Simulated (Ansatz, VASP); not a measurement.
One calculation of Bi, two programs

Contents of INCAR:

```
ALGO = Normal
EDIFF = 1E-6
ENCUT = 520
GGA = PE
ISIF = 2
ISMEAR = -1
LASPH = T
LCHARG = F
LREAL = F
LWAVE = F
NBANDS = 22
NELM = 80
PREC = Accurate
SIGMA = 0.05
```

File KPOINTS:

```
k-points
0
Gamma
  7 7 7
```

The input POSCAR:

```
Bi
1.0
    2.2675000000      1.3091417354      3.9380000000
   -2.2675000000      1.3091417354      3.9380000000
    0.0000000000     -2.6182834708      3.9380000000
Bi
2
Direct
    0.7724340000      0.7862450000      0.7540610000
    0.2322200000      0.2385820000      0.2322520000
```

input.yaml

```yaml
crystal:
  lattice:
    - [2.2675, 1.3091417354, 3.938]
    - [-2.2675, 1.3091417354, 3.938]
    - [0.0, -2.6182834708, 3.938]
  atoms:
    - { symbol: Bi, position: [0.772434, 0.786245, 0.754061] }
    - { symbol: Bi, position: [0.23222, 0.238582, 0.232252] }
kpoints:
  mp_grid: { grid: [7, 7, 7] }
scf:
  occupations: { method: fermi_dirac, width: 0.05 }
hamiltonian:
  xc: pbe
  pseudopotentials: { kind: all_electron, lapw: { basis_error: 0.001 } }
output:
  forces: true
  stress: true
  eigenvalues: true
  populations: true
```

Change from the starting cell: atoms moved at random, drawn with an rms of 0.05 Å.

Alike in both runs: task single point; functional PBE; k mesh 7 × 7 × 7; occupations fermi-dirac, width 0.05 eV; no spin polarisation.

|  | VASP | Ansatz |
| --- | --- | --- |
| version | VASP 6.6.1 | Ansatz 0.2.0 |
| potentials or method | VASP PAW PBE potentials, release 64 (Bi_d), cutoff 520 eV | all-electron LAPW, scalar-relativistic |

Ansatz gave:

```
gap on the k mesh at the Fermi level (eV)                     : 0.24
least direct gap on the mesh (eV)                             : 0.53
pressure (GPa)                                                : 2.8
traceless stress, the component that is largest in VASP (GPa) : 0.91
rms of the force components (eV/Å)                            : 0.300
```

Q: Estimate VASP's values.

A: gap on the k mesh at the Fermi level (eV): 0.24; least direct gap on the mesh (eV): 0.52; pressure (GPa): 2.7; traceless stress, the component that is largest in VASP (GPa): 0.91; rms of the force components (eV/Å): 0.303.

Atom by atom the forces differ by 0.004 eV/Å (rms over components). Ansatz ran all-electron here, and VASP with PAW potentials.

Neither program's run includes spin-orbit coupling.
